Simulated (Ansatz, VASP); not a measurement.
## One calculation of BaF2, two programs

POSCAR

```
BaF2
1.0
    0.0000000000      3.0015042098      3.0015042098
    3.0015042098      0.0000000000      3.0015042098
    3.0015042098      3.0015042098      0.0000000000
Ba F
1 2
Direct
    0.0000000000      0.0000000000      0.0000000000
    0.2500000000      0.2500000000      0.2500000000
    0.7500000000      0.7500000000      0.7500000000
```

INCAR.step1

```
PREC     = Accurate       # precision mode
ENCUT    = 660            # plane-wave cutoff, eV
ISMEAR   = 0              # smearing method
SIGMA    = 0.02           # smearing width, eV
LREAL    = F              # projectors in reciprocal space
LASPH    = T              # aspherical terms in the spheres
NELM     = 120            # most SCF steps
NBANDS   = 19             # bands
GGA      = PE             # functional
ALGO     = Normal         # electronic algorithm
EDIFF    = 1E-5           # SCF threshold, eV
LWAVE    = T              # write WAVECAR
LCHARG   = F              # write CHGCAR
GGA_COMPAT= F
```

Contents of INCAR.step2:

```
PREC     = Accurate       # precision mode
ENCUT    = 660            # plane-wave cutoff, eV
EDIFF    = 1E-6           # SCF threshold, eV
ISMEAR   = 0              # smearing method
SIGMA    = 0.02           # smearing width, eV
LREAL    = F              # projectors in reciprocal space
LASPH    = T              # aspherical terms in the spheres
NELM     = 120            # most SCF steps
ALGO     = Normal         # electronic algorithm
ISIF     = 2              # what is computed and relaxed
LWAVE    = F              # write WAVECAR
LCHARG   = T              # write CHGCAR
METAGGA  = R2SCAN         # meta-GGA
LMIXTAU  = T            
LELF     = T              # ELF
LVHAR    = T            
NBANDS   = 19             # bands
ISTART   = 1            
GGA_COMPAT= F
```

File KPOINTS:

```
regular mesh
0
Gamma
  6 6 6
```

Input for Ansatz:

```yaml
crystal:
  lattice:
    - [0.0, 3.0015042098, 3.0015042098]
    - [3.0015042098, 0.0, 3.0015042098]
    - [3.0015042098, 3.0015042098, 0.0]
  atoms:
    - { symbol: Ba, position: [0.0, 0.0, 0.0] }
    - { symbol: F, position: [0.25, 0.25, 0.25] }
    - { symbol: F, position: [0.75, 0.75, 0.75] }
basis:
  ecutwfc: 500
kpoints:
  mp_grid: { grid: [6, 6, 6] }
hamiltonian:
  xc: r2scan
scf:
  occupations: { method: gaussian, width: 0.02 }
output:
  forces: true
  stress: true
  eigenvalues: true
```

Alike in both runs: task single point; functional r2SCAN; k mesh 6 × 6 × 6; occupations gaussian, width 0.02 eV; no spin polarisation.

|  | VASP | Ansatz |
| --- | --- | --- |
| version | VASP 6.6.1 | Ansatz 0.2.0 |
| potentials or method | VASP PAW PBE potentials, release 64 (Ba_sv, F), cutoff 660 eV | scalar-relativistic, plane waves, PAW |
| valence electrons in the cell | 24 | 24 |

VASP gave:

* gap on the k mesh at the Fermi level (eV): 7.76
* least direct gap on the mesh (eV): 7.88
* pressure (GPa): 8.6

Problem. Estimate Ansatz's values.

Solution. gap on the k mesh at the Fermi level (eV): 7.85; least direct gap on the mesh (eV): 7.99; pressure (GPa): 7.2.

VASP's potentials were made for PBE, not for r2SCAN. The functional is the same, so the differences come from potentials, cutoffs and numerics.

Neither program's run includes spin-orbit coupling.
